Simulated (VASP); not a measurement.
A run of VASP 6.6.1 is set up as follows.

File INCAR:

```
PREC     = Accurate       # precision mode
ENCUT    = 500            # plane-wave cutoff, eV
EDIFF    = 1E-6           # SCF threshold, eV
ISMEAR   = 0              # smearing method
SIGMA    = 0.2            # smearing width, eV
LREAL    = False          # projectors in reciprocal space
LASPH    = True           # aspherical terms in the spheres
NELM     = 120            # most SCF steps
ALGO     = Normal         # electronic algorithm
ISIF     = 2              # what is computed and relaxed
LWAVE    = False          # write WAVECAR
LCHARG   = True           # write CHGCAR
GGA      = PE             # functional
LELF     = True           # ELF
LVHAR    = True         
NBANDS   = 16             # bands
GGA_COMPAT= False
```

Contents of KPOINTS:

```
Automatic mesh
0
Gamma
  6 6 6
```

The input POSCAR:

```
GaSb
1.0
    0.0000000000      2.8917624600      2.8917624600
    2.8917624600      0.0000000000      2.8917624600
    2.8917624600      2.8917624600      0.0000000000
Ga Sb
1 1
Direct
    0.0000000000      0.0000000000      0.0000000000
    0.5000000000      0.5000000000      0.5000000000
```

Potentials or basis: VASP PAW PBE potentials, release 64 (Ga_d, Sb).

The run is started by

```bash
$ cat potpaw_PBE.64/Ga_d/POTCAR potpaw_PBE.64/Sb/POTCAR > POTCAR
$ mpirun -np 1 vasp_std > vasp.out
```

(1) What does it give for the band gap on the k mesh?

(2) Estimate the pressure.

## Answers

(1) zero (band 9 reaches 7.29 eV, above the bottom of band 10 at 4.04 eV).

(2) 0.7 GPa.

Caveat: spin-orbit coupling is left out, which moves the levels of the heavy elements.
